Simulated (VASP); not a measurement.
# P: single point with PBE

The system is P, a slab with vacuum.

```
P
1.0
     4.62750    0.00000    0.00000
     0.00000    3.42354    0.00000
     0.00000    0.00000   27.81958
P
4
Direct
  0.09298 0.00000 0.37874
  0.40702 0.50000 0.37874
  0.59298 0.50000 0.30423
  0.90702 0.00000 0.30423
```

This cell differs from its parent crystal: uniaxial y strain +4.0%.

```yaml
Program: VASP 6.6.1
Task: single point
Functional: PBE
Potentials_or_basis: VASP PAW PBE potentials, release 64 (P)
Cutoff: 520 eV
k_mesh: 6 × 8 × 1
Occupations: fermi-dirac, width 0.02 eV
Spin: no spin polarisation
Dipole_correction: yes
Further_INCAR_settings: ALGO = Normal; EDIFF = 1e-07; NBANDS = 18
```

```
Largest force          : 0.189 eV/Å
Band gap on the k mesh : 1.06 eV
```

Forces in eV/Å, atoms in the order of the input:
```
P   -0.158  0.000  0.104
P    0.158  0.000  0.104
P   -0.158  0.000 -0.104
P    0.158  0.000 -0.104
```

Levels at points of the mesh, in eV from the valence-band top:
```
           k point  band 8  band 9  band 10  band 11  band 12  band 13
(0.00, 0.00, 0.00)   -2.20   -1.41     0.00     1.06     1.15     1.98
(0.50, 0.00, 0.00)   -2.77   -1.44    -1.44     1.55     1.55     3.30
(0.00, 0.50, 0.00)   -2.72   -1.97    -1.97     1.32     1.32     2.34
(0.50, 0.50, 0.00)   -4.53   -1.09    -1.09     2.38     2.38     3.80
```

It took 5.1 min on 1 thread of Intel(R) Xeon(R) Platinum 8259CL CPU @ 2.50GHz (Skylake/Cascade Lake), with other jobs on the host, peak memory 0.51 GiB.

Caveat: the cell differs from its parent crystal (uniaxial y strain +4.0%).
